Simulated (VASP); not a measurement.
Here is a VASP 6.6.1 calculation.

The input INCAR:

```
PREC = Accurate
ENCUT = 520
EDIFF = 1E-6
ISMEAR = 0
SIGMA = 0.1
LREAL = False
LASPH = True
NELM = 80
ALGO = Normal
ISIF = 2
LWAVE = False
LCHARG = True
GGA = PE
LELF = True
LVHAR = True
NBANDS = 18
```

Contents of KPOINTS:

```
regular mesh
0
Gamma
  12 12 12
```

The input POSCAR:

```
LaSiO
1.0
    4.2040995932      0.0000000000      0.0000000000
    0.0000000000      4.2040995932      0.0000000000
    0.0000000000      0.0000000000      3.7705829151
La Si O
1 1 1
Direct
    0.5000000000      0.5000000000      0.0000000000
    0.0000000000      0.0000000000      0.0000000000
    0.0000000000      0.0000000000      0.5000000000
```

Potentials or basis: VASP PAW PBE potentials, release 64 (La, Si, O).

Command:

```console
$ cat potpaw_PBE.64/La/POTCAR potpaw_PBE.64/Si/POTCAR potpaw_PBE.64/O/POTCAR > POTCAR
$ mpirun -np 1 vasp_std > vasp.out
```

(1) What does it give for the pressure?

(2) What does it give for the band gap on the k mesh?

## Answers

(1) 0.0 GPa.

(2) zero (an odd number of electrons rules out a gap without spin polarisation).

Caveat: spin-orbit coupling is left out, which moves the levels of the heavy elements; an odd number of electrons without spin polarisation forces a metal; a magnetic or distorted state may lie lower.
